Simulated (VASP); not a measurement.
Input of a VASP 6.6.1 run:

POSCAR

```
BaZrO3
1.0
    4.2053390482      0.0000000000      0.0000000000
    0.0000000000      4.2053390482      0.0000000000
    0.0000000000      0.0000000000      4.2053800592
Ba Zr O
1 1 3
Direct
    0.5000000000      0.5000000000      0.5720279748
    0.0000000000      0.0000000000      0.0719925218
    0.0000000000      0.5000000000      0.0719943115
    0.5000000000      0.0000000000      0.0719943115
    0.0000000000      0.0000000000      0.5719878704
```

Contents of INCAR.step1:

```
SYSTEM = BaZrO3
PREC     = Accurate       ! precision mode
ENCUT    = 520            ! plane-wave cutoff, eV
ISMEAR   = -1             ! smearing method
SIGMA    = 0.02           ! smearing width, eV
LREAL    = .FALSE.        ! projectors in reciprocal space
LASPH    = .TRUE.         ! aspherical terms in the spheres
NELM     = 80             ! most SCF steps
NBANDS   = 28             ! bands
GGA      = PE             ! functional
ALGO     = Normal         ! electronic algorithm
EDIFF    = 1E-4           ! SCF threshold, eV
LWAVE    = .TRUE.         ! write WAVECAR
LCHARG   = .FALSE.        ! write CHGCAR
```

The input INCAR.step2:

```
SYSTEM = BaZrO3
PREC     = Accurate       ! precision mode
ENCUT    = 520            ! plane-wave cutoff, eV
EDIFF    = 1E-6           ! SCF threshold, eV
ISMEAR   = -1             ! smearing method
SIGMA    = 0.02           ! smearing width, eV
LREAL    = .FALSE.        ! projectors in reciprocal space
LASPH    = .TRUE.         ! aspherical terms in the spheres
NELM     = 80             ! most SCF steps
ALGO     = Normal         ! electronic algorithm
ISIF     = 2              ! what is computed and relaxed
LWAVE    = .FALSE.        ! write WAVECAR
LCHARG   = .FALSE.        ! write CHGCAR
METAGGA  = R2SCAN         ! meta-GGA
LMIXTAU  = .TRUE.       
NBANDS   = 28             ! bands
ISTART   = 1
```

File KPOINTS:

```
Automatic mesh
0
G
  6 6 6
  0 0 0
```

Potentials or basis: VASP PAW PBE potentials, release 64 (Ba_sv, Zr_sv, O).

Launch:

```bash
$ cat potpaw_PBE.64/Ba_sv/POTCAR potpaw_PBE.64/Zr_sv/POTCAR potpaw_PBE.64/O/POTCAR > POTCAR
$ cp INCAR.step1 INCAR
$ mpirun -np 1 vasp_std > vasp.out
$ cp INCAR.step2 INCAR
$ mpirun -np 1 vasp_std > vasp.out
```

(1) Estimate the band gap on the k mesh.

(2) What does it give for the pressure?

## Answers

(1) 3.68 eV (least direct gap 3.93 eV).

(2) 1.0 GPa.

Caveat: the PAW data sets were made with another functional, which shifts forces and pressure a little; spin-orbit coupling is left out, which moves the levels of the heavy elements.
